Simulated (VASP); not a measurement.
Here is a VASP 6.6.1 calculation.

Contents of INCAR:

```
ALGO = Normal
EDIFF = 1E-8
ENCUT = 520
GGA = PS
ISIF = 2
ISMEAR = -1
LASPH = True
LCHARG = False
LEFG = True
LREAL = False
LWAVE = False
NBANDS = 8
NELM = 80
PREC = Accurate
SIGMA = 0.05
```

KPOINTS

```
k-points
0
Gamma
  14 14 14
```

Contents of POSCAR:

```
Al
1.0
    0.0000000000      1.9966255657      1.9966255657
    1.9966255657      0.0000000000      1.9966255657
    1.9966255657      1.9966255657      0.0000000000
Al
1
Direct
    0.0000000000      0.0000000000      0.0000000000
```

Potentials or basis: VASP PAW PBE potentials, release 64 (Al).

Run with:

```console
$ cat potpaw_PBE.64/Al/POTCAR > POTCAR
$ mpirun -np 1 vasp_std > vasp.out
```

Question: What does it give for the pressure?

Answer: 1.2 GPa.

Caveat: without QUAD_EFG the Cq values of the log hold for a quadrupole moment of 1 mb, not for the nuclei; the PAW data sets were made with another functional, which shifts forces and pressure a little.
